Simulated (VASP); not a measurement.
Write the native input for VASP 6.6.1 that does the following.

```yaml
Task: single point
Functional: r2SCAN
Potentials_or_basis: VASP PAW PBE potentials, release 64 (Sc_sv, Re, Bi_d)
Cutoff: 520 eV
k_mesh: 4 × 4 × 4
Occupations: gaussian, width 0.1 eV
Spin: no spin polarisation
Dipole_correction: no
Further_INCAR_settings: ALGO = Normal; EDIFF = 1e-07; NBANDS = 36
```

Sc3ReBi:

```
Sc Re Bi
1.0
     5.22555    0.00000    0.00000
     0.00000    5.22555    0.00000
     0.00000    0.00000    5.22555
Sc Re Bi
3 1 1
Direct
  0.00000 0.50000 0.50000
  0.50000 0.00000 0.50000
  0.50000 0.50000 0.00000
  0.00000 0.00000 0.00000
  0.50000 0.50000 0.50000
```

The input as run:

POSCAR

```
Sc3ReBi
1.0
    5.2255450219      0.0000000000      0.0000000000
    0.0000000000      5.2255450219      0.0000000000
    0.0000000000      0.0000000000      5.2255450219
Sc Re Bi
3 1 1
Direct
    0.0000000000      0.5000000000      0.5000000000
    0.5000000000      0.0000000000      0.5000000000
    0.5000000000      0.5000000000      0.0000000000
    0.0000000000      0.0000000000      0.0000000000
    0.5000000000      0.5000000000      0.5000000000
```

INCAR.step1

```
PREC = Accurate
ENCUT = 520
ISMEAR = 0
SIGMA = 0.1
LREAL = False
LASPH = True
NELM = 80
NBANDS = 36
GGA = PE
ALGO = Normal
EDIFF = 1E-4
LWAVE = True
LCHARG = False
```

INCAR.step2

```
PREC = Accurate
ENCUT = 520
EDIFF = 1E-7
ISMEAR = 0
SIGMA = 0.1
LREAL = False
LASPH = True
NELM = 80
ALGO = Normal
ISIF = 2
LWAVE = False
LCHARG = False
METAGGA = R2SCAN
LMIXTAU = True
NBANDS = 36
ISTART = 1
```

KPOINTS

```
Automatic mesh
0
Gamma
  4 4 4
```

Potentials or basis: VASP PAW PBE potentials, release 64 (Sc_sv, Re, Bi_d).

Launch:

```bash
$ cat potpaw_PBE.64/Sc_sv/POTCAR potpaw_PBE.64/Re/POTCAR potpaw_PBE.64/Bi_d/POTCAR > POTCAR
$ cp INCAR.step1 INCAR
$ mpirun -np 1 vasp_std > vasp.out
$ cp INCAR.step2 INCAR
$ mpirun -np 1 vasp_std > vasp.out
```

It gave:

```json
{
  "Pressure": "0.2 GPa"
}
```

Caveat: the PAW data sets were made with another functional, which shifts forces and pressure a little.

Wall time 3.6 min on 1 thread of Intel(R) Xeon(R) Platinum 8488C (Sapphire Rapids) (shared host), peak memory 0.28 GiB.
